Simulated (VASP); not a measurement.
# Ru (P6_3/mmc) in VASP: notebook

Ru is run at these levels: r2SCAN; tasks: single point.

Program: VASP 6.6.1. These are calculated values, not measurements. Logs are shortened: lines on timing, memory, paths and dates and some standing lists are left out, and cuts for length are marked.

### Step 1. The cell of the first run

It takes space group P6_3/mmc (No. 194, hexagonal). The conventional cell has a = 2.702 Å, b = 2.702 Å, c = 4.268 Å, α = 90.00°, β = 90.00°, γ = 120.00°. Within 3.5 Å of Ru (site symmetry -6m2) lie 12 Ru at 2.64 to 2.70 Å.

### Step 2. Single point, r2SCAN

File POSCAR:

```
Ru
1.0
    2.7021436369      0.0000000000      0.0000000000
   -1.3510718184      2.3401250342      0.0000000000
    0.0000000000      0.0000000000      4.2679422937
Ru
2
Direct
    0.6666666667      0.3333333333      0.7500000000
    0.3333333333      0.6666666667      0.2500000000
```

File INCAR.step1:

```
SYSTEM = Ru
PREC = Accurate ; ENCUT = 520
ISMEAR = -1 ; SIGMA = 0.05
LREAL = .False. ; LASPH = .True.
NELM = 100 ; NBANDS = 21
GGA = PE ; ALGO = Normal
EDIFF = 1E-4 ; LWAVE = .True.
LCHARG = .False.
```

File INCAR.step2:

```
SYSTEM = Ru
PREC = Accurate ; ENCUT = 520
EDIFF = 1E-7 ; ISMEAR = -1
SIGMA = 0.05 ; LREAL = .False.
LASPH = .True. ; NELM = 100
ALGO = Normal ; ISIF = 2
LWAVE = .False. ; LCHARG = .True.
METAGGA = R2SCAN ; LMIXTAU = .True.
LELF = .True. ; LVHAR = .True.
NBANDS = 21 ; ISTART = 1
```

File KPOINTS:

```
Automatic mesh
0
Gamma
  11 11 6
  0 0 0
```

Potentials or basis: VASP PAW PBE potentials, release 64 (Ru_pv).

Run with:

```sh
$ cat potpaw_PBE.64/Ru_pv/POTCAR > POTCAR
$ cp INCAR.step1 INCAR
$ mpirun -np 1 vasp_std > vasp.out
$ cp INCAR.step2 INCAR
$ mpirun -np 1 vasp_std > vasp.out
```

OUTCAR:

```text
SYSTEM = Ru
   PREC = Accurate
   ENCUT = 520
   EDIFF = 1E-7
   ISMEAR = -1
   LREAL = .False.
   LASPH = .True.
   NELM = 100
   ISIF = 2
   METAGGA = R2SCAN
   ISTART = 1

 ion  position               nearest neighbor table
   1  0.667  0.333  0.750-   2 2.64   2 2.64   2 2.64   2 2.64   2 2.64   2 2.64
   2  0.333  0.667  0.250-   1 2.64   1 2.64   1 2.64   1 2.64   1 2.64   1 2.64

  LATTYP: Found a hexagonal cell.
 ALAT       =     2.7021436369
 C/A-ratio  =     1.5794653679

  Lattice vectors:

 A1 = (   2.7021436369,   0.0000000000,   0.0000000000)
 A2 = (  -1.3510718184,   2.3401250342,   0.0000000000)
 A3 = (   0.0000000000,   0.0000000000,   4.2679422937)

Analysis of symmetry for initial positions (statically):
=====================================================================
 Subroutine PRICEL returns:
 Original cell was already a primitive cell.

 Routine SETGRP: Setting up the symmetry group for a
 hexagonal supercell.

 Subroutine GETGRP returns: Found 24 space group operations
 (whereof 12 operations were pure point group operations)
 out of a pool of 24 trial point group operations.

The static configuration has the point symmetry D_3d.
 The point group associated with its full space group is D_6h.

Analysis of symmetry for dynamics (positions and initial velocities):
=====================================================================
 Subroutine PRICEL returns:
 Original cell was already a primitive cell.

 Routine SETGRP: Setting up the symmetry group for a
 hexagonal supercell.

 Subroutine GETGRP returns: Found 24 space group operations
 (whereof 12 operations were pure point group operations)
 out of a pool of 24 trial point group operations.

The dynamic configuration has the point symmetry D_3d.
 The point group associated with its full space group is D_6h.

 Subroutine INISYM returns: Found 24 space group operations
 (whereof 12 operations are pure point group operations),
 and found     1 'primitive' translations

----------------------------------------------------------------------------------------

[... 82 lines left out ...]
 SYSTEM =  Ru
   PREC   = accura    normal or accurate (medium, high low for compatibility)
   ISTART =      1    job   : 0-new  1-cont  2-samecut
   ICHARG =      0    charge: 1-file 2-atom 10-const
   ISPIN  =      1    spin polarized calculation?
   LNONCOLLINEAR =      F non collinear calculations
   LSORBIT =      F    spin-orbit coupling
   LASPH  =      T    aspherical Exc in radial PAW
   ENCUT  =  520.0 eV  38.22 Ry    6.18 a.u.   5.02  5.02  7.94*2*pi/ulx,y,z
   NELM   =    100;   NELMIN=  2; NELMDL=  0     # of ELM steps
   EDIFF  = 0.1E-06   stopping-criterion for ELM
   LREAL  =      F    real-space projection
   EDIFFG = 0.1E-05   stopping-criterion for IOM
   NSW    =      0    number of steps for IOM
   IBRION =     -1    ionic relax: 0-MD 1-quasi-New 2-CG
   NFREE  =      0    steps in history (QN), initial steepest desc. (CG)
   ISIF   =      2    stress and relaxation
   ISYM   =      2    0-nonsym 1-usesym 2-fastsym
   POTIM  = 0.5000    time-step for ionic-motion
   TEBEG  =    0.0;   TEEND  =   0.0 temperature during run
   PSTRESS=    0.0 pullay stress
   NELECT =      28.0000    total number of electrons
   NUPDOWN=      -1.0000    fix difference up-down
   EMIN   =  10.00;   EMAX   =-10.00  energy-range for DOS
   EFERMI =   0.00;   METHOD = LEGACY
   ISMEAR =    -1;   SIGMA  =   0.05  broadening in eV -4-tet -1-fermi 0-gaus
   EFERMI_NEDOS =   21; number of points for ismear=-14 and -15
   IALGO  =     38    algorithm
   IMIX   =      4    mixing-type and parameters
     AMIX     =   0.40;   BMIX     =  1.00
     AMIX_MAG =   1.60;   BMIX_MAG =  1.00
  volume/ion in A,a.u.               =      13.49        91.06
  Fermi-wavevector in a.u.,A,eV,Ry     =   1.657317  3.131874 37.371102  2.746699
  Thomas-Fermi vector in A             =   2.745090
   LORBIT       =      0    0 simple, 1 ext, 2 COOP (PROOUT), +10 PAW based schemes
   METAGGA = R2SCAN    functional components
   LHFCALC =     F    Hartree Fock is set to
   AEXX    =    0.0000 exact exchange contribution
   IVDW    =     0    specifies the selected vdW correction
   LEPSILON=     F    determine dielectric tensor
   LRPA    =     F    only Hartree local field effects (RPA)
 non-spin polarized calculation
  energy-cutoff  :      520.00
  volume of cell :       26.99
 maximum number of plane-waves:       743
 NGX is ok and might be reduce to    20
   NGX =  9   NGY =  9   NGZ = 15

 number of electron      28.0000004 magnetization

 Free energy of the ion-electron system (eV)
  ---------------------------------------------------
  ext. energy  EPLUGINS =         0.00000000
  ---------------------------------------------------
  free energy    TOTEN  =       -50.85202357 eV

  energy without entropy =      -50.83614402  energy(sigma->0) =      -50.84408379

 E-fermi :  12.7705     XC(G=0): -15.4514

 val. band max:       12.7448515976   @ k =   0.2727   0.0000   0.0000
 cond. band min:      12.7842704724   @ k =   0.3636   0.0909   0.3333
 fundamental gap:      0.0394188748
 Fermi energy:        12.7704920555

 k-point     1 :       0.0000    0.0000    0.0000
  band No.  band energies     occupation
      1     -32.2728      2.00000
      2     -31.2466      2.00000
      3     -31.2466      2.00000
      4     -31.0583      2.00000
      5     -31.0583      2.00000
      6     -31.0098      2.00000
[... 565 lines left out ...]
     20      21.2480      0.00000
     21      25.2268      0.00000

 [... further k-points ...]

------------------------ aborting loop because EDIFF is reached ----------------------------------------

  FORCE on cell =-STRESS in cart. coord.  units (eV):
  Direction    XX          YY          ZZ          XY          YZ          ZX
  --------------------------------------------------------------------------------------
  -------------------------------------------------------------------------------------
  Total        0.2513734      0.2513734      0.2782973      0.0000000      0.0000000      0.0000000
  in kB       14.9232677     14.9232677     16.5216568      0.0000000      0.0000000      0.0000000
  external PRESSURE =      15.4560640 kB  Pullay stress =       0.0000000 kB

 VOLUME and BASIS-vectors are now :
 -----------------------------------------------------------------------------
  energy-cutoff  :      520.00
  volume of cell :       26.99
      direct lattice vectors                 reciprocal lattice vectors
     2.702143637  0.000000000  0.000000000     0.370076552  0.213663797  0.000000000
    -1.351071818  2.340125034  0.000000000     0.000000000  0.427327594  0.000000000
     0.000000000  0.000000000  4.267942294     0.000000000  0.000000000  0.234304949

 POSITION                                       TOTAL-FORCE (eV/Angst)
 -----------------------------------------------------------------------------------
      1.35107      0.78004      3.20096         0.000000      0.000000      0.000000
     -0.00000      1.56008      1.06699        -0.000000     -0.000000      0.000000
 -----------------------------------------------------------------------------------
    total drift:                                0.000000     -0.000000      0.000000

  FREE ENERGIE OF THE ION-ELECTRON SYSTEM (eV)
  ---------------------------------------------------
  free  energy   TOTEN  =       -50.8520235679 eV

  energy  without entropy=      -50.8361440196  energy(sigma->0) =      -50.84408379
```

OUTCAR.step1:

```text
SYSTEM = Ru
   PREC = Accurate
   ENCUT = 520
   ISMEAR = -1
   LREAL = .False.
   LASPH = .True.
[... 800 lines left out ...]
      1.35107      0.78004      3.20096         0.000000      0.000000      0.000000
     -0.00000      1.56008      1.06699        -0.000000     -0.000000      0.000000
 -----------------------------------------------------------------------------------
    total drift:                                0.000000     -0.000000      0.000000

  FREE ENERGIE OF THE ION-ELECTRON SYSTEM (eV)
  ---------------------------------------------------
  free  energy   TOTEN  =       -18.4540581436 eV

  energy  without entropy=      -18.4373936520  energy(sigma->0) =      -18.44572590
```

Wall time 2.3 min (1 thread of Intel Xeon 8259CL, shared host); peak memory 0.16 GiB.

Results:

| Property | Result |
| --- | --- |
| Free energy | -50.8520 eV |
| Pressure | 1.5 GPa |
| Band gap on the k mesh | zero (bands 14 and 15 overlap by 3.24 eV) |

Levels at points of the mesh, in eV from the Fermi level:
| k point | band 10 | band 11 | band 12 | band 13 | band 14 | band 15 | band 16 | band 17 | band 18 | band 19 |
| --- | --- | --- | --- | --- | --- | --- | --- | --- | --- | --- |
| (0.00, 0.00, 0.00) | -2.66 | -2.45 | -1.94 | -1.94 | -1.42 | -1.42 | 1.31 | 1.31 | 1.45 | 8.48 |
| (0.00, 0.00, 0.50) | -2.84 | -2.84 | -2.84 | -2.76 | -2.76 | 0.64 | 0.64 | 0.64 | 0.64 | 8.48 |

Caveat: an empty level that is flat over the whole mesh can mark a ghost state of the potentials, or a narrow d or f band; the PAW data sets were made with another functional, which shifts forces and pressure a little.

### Step 3. Single point, r2SCAN

POSCAR is that of step 2.

File INCAR.step1:

```
PREC = Accurate ; ENCUT = 520
ISMEAR = -1 ; SIGMA = 0.05
LREAL = False ; LASPH = True
NELM = 60 ; NBANDS = 21
GGA = PE ; ALGO = Normal
EDIFF = 1E-4 ; LWAVE = True
LCHARG = False
```

File INCAR.step2:

```
PREC = Accurate ; ENCUT = 520
EDIFF = 1E-6 ; ISMEAR = -1
SIGMA = 0.05 ; LREAL = False
LASPH = True ; NELM = 60
ALGO = Normal ; ISIF = 2
LWAVE = False ; LCHARG = True
METAGGA = R2SCAN ; LMIXTAU = True
LELF = True ; LVHAR = True
NBANDS = 21 ; ISTART = 1
```

File KPOINTS:

```
regular mesh
0
Gamma
  11 11 6
```

Potentials or basis: VASP PAW PBE potentials, release 64 (Ru_pv).

Run with:

```sh
$ cat potpaw_PBE.64/Ru_pv/POTCAR > POTCAR
$ cp INCAR.step1 INCAR
$ mpirun -np 1 vasp_std > vasp.out
$ cp INCAR.step2 INCAR
$ mpirun -np 1 vasp_std > vasp.out
```

OUTCAR:

```text
PREC = Accurate
   ENCUT = 520
   EDIFF = 1E-6
   ISMEAR = -1
   LREAL = False
   LASPH = True
   NELM = 60
   ISIF = 2
   METAGGA = R2SCAN
   ISTART = 1

 ion  position               nearest neighbor table
   1  0.667  0.333  0.750-   2 2.64   2 2.64   2 2.64   2 2.64   2 2.64   2 2.64
   2  0.333  0.667  0.250-   1 2.64   1 2.64   1 2.64   1 2.64   1 2.64   1 2.64

  LATTYP: Found a hexagonal cell.
 ALAT       =     2.7021436369
 C/A-ratio  =     1.5794653679

  Lattice vectors:

 A1 = (   2.7021436369,   0.0000000000,   0.0000000000)
 A2 = (  -1.3510718184,   2.3401250342,   0.0000000000)
 A3 = (   0.0000000000,   0.0000000000,   4.2679422937)

Analysis of symmetry for initial positions (statically):
=====================================================================
 Subroutine PRICEL returns:
 Original cell was already a primitive cell.

 Routine SETGRP: Setting up the symmetry group for a
 hexagonal supercell.

 Subroutine GETGRP returns: Found 24 space group operations
 (whereof 12 operations were pure point group operations)
[... 162 lines left out ...]
  free energy    TOTEN  =       -50.85202298 eV

  energy without entropy =      -50.83614340  energy(sigma->0) =      -50.84408319

 E-fermi :  12.7705     XC(G=0): -15.4514

 val. band max:       12.7448691142   @ k =   0.2727   0.0000   0.0000
 cond. band min:      12.7842869484   @ k =   0.3636   0.0909   0.3333
 fundamental gap:      0.0394178343
 Fermi energy:        12.7705082181

 k-point     1 :       0.0000    0.0000    0.0000
  band No.  band energies     occupation
      1     -32.2728      2.00000
      2     -31.2466      2.00000
      3     -31.2465      2.00000
      4     -31.0583      2.00000
      5     -31.0583      2.00000
      6     -31.0097      2.00000
[... 565 lines left out ...]
     20      21.2480      0.00000
     21      25.2269      0.00000

 [... further k-points ...]

------------------------ aborting loop because EDIFF is reached ----------------------------------------

  FORCE on cell =-STRESS in cart. coord.  units (eV):
  Direction    XX          YY          ZZ          XY          YZ          ZX
  --------------------------------------------------------------------------------------
  -------------------------------------------------------------------------------------
  Total        0.2505124      0.2505124      0.2775114      0.0000000      0.0000000      0.0000000
  in kB       14.8721481     14.8721481     16.4750001      0.0000000      0.0000000      0.0000000
  external PRESSURE =      15.4064321 kB  Pullay stress =       0.0000000 kB

 VOLUME and BASIS-vectors are now :
 -----------------------------------------------------------------------------
  energy-cutoff  :      520.00
  volume of cell :       26.99
      direct lattice vectors                 reciprocal lattice vectors
     2.702143637  0.000000000  0.000000000     0.370076552  0.213663797  0.000000000
    -1.351071818  2.340125034  0.000000000     0.000000000  0.427327594  0.000000000
     0.000000000  0.000000000  4.267942294     0.000000000  0.000000000  0.234304949

 POSITION                                       TOTAL-FORCE (eV/Angst)
 -----------------------------------------------------------------------------------
      1.35107      0.78004      3.20096         0.000000     -0.000000      0.000000
     -0.00000      1.56008      1.06699        -0.000000      0.000000      0.000000
 -----------------------------------------------------------------------------------
    total drift:                                0.000000     -0.000000      0.000000

  FREE ENERGIE OF THE ION-ELECTRON SYSTEM (eV)
  ---------------------------------------------------
  free  energy   TOTEN  =       -50.8520229801 eV

  energy  without entropy=      -50.8361434010  energy(sigma->0) =      -50.84408319
```

OUTCAR.step1:

```text
PREC = Accurate
   ENCUT = 520
   ISMEAR = -1
   LREAL = False
   LASPH = True
[... 800 lines left out ...]
      1.35107      0.78004      3.20096         0.000000      0.000000      0.000000
     -0.00000      1.56008      1.06699        -0.000000     -0.000000      0.000000
 -----------------------------------------------------------------------------------
    total drift:                                0.000000     -0.000000      0.000000

  FREE ENERGIE OF THE ION-ELECTRON SYSTEM (eV)
  ---------------------------------------------------
  free  energy   TOTEN  =       -18.4540581436 eV

  energy  without entropy=      -18.4373936520  energy(sigma->0) =      -18.44572590
```

OSZICAR.step1:

```text
N       E                     dE             d eps       ncg     rms          rms(c)
DAV:   1     0.289787195311E+03    0.28979E+03   -0.17632E+04  2704   0.148E+03
DAV:   2    -0.139075764397E+02   -0.30369E+03   -0.29470E+03  2743   0.447E+02
DAV:   3    -0.197481246237E+02   -0.58405E+01   -0.58050E+01  3138   0.695E+01
DAV:   4    -0.197916532665E+02   -0.43529E-01   -0.43469E-01  3372   0.572E+00
DAV:   5    -0.197922605439E+02   -0.60728E-03   -0.60219E-03  3049   0.600E-01    0.180E+01
DAV:   6    -0.185410204981E+02    0.12512E+01   -0.27924E+00  3073   0.164E+01    0.493E+00
DAV:   7    -0.184616139675E+02    0.79407E-01   -0.43842E-01  3078   0.494E+00    0.107E+00
DAV:   8    -0.184547874854E+02    0.68265E-02   -0.18037E-02  2918   0.107E+00    0.423E-01
DAV:   9    -0.184540496644E+02    0.73782E-03   -0.13374E-03  3053   0.393E-01    0.348E-02
DAV:  10    -0.184540581436E+02   -0.84791E-05   -0.74831E-05  1789   0.912E-02
   1 F= -.18454058E+02 E0= -.18445726E+02  d E =-.166645E-01
```

Wall time 1.7 min (1 thread of Intel Xeon 8259CL, shared host); peak memory 0.16 GiB.

What came out:

* Free energy: -50.8520 eV
* Pressure: 1.5 GPa
* Band gap on the k mesh: zero (bands 14 and 15 overlap by 3.24 eV)

Levels at points of the mesh, in eV from the Fermi level:
| k point | band 12 | band 13 | band 14 | band 15 | band 16 | band 17 |
| --- | --- | --- | --- | --- | --- | --- |
| (0.00, 0.00, 0.00) | -1.94 | -1.94 | -1.42 | -1.42 | 1.31 | 1.31 |
| (0.00, 0.00, 0.50) | -2.84 | -2.76 | -2.76 | 0.64 | 0.64 | 0.64 |

Caveat: an empty level that is flat over the whole mesh can mark a ghost state of the potentials, or a narrow d or f band; the PAW data sets were made with another functional, which shifts forces and pressure a little.
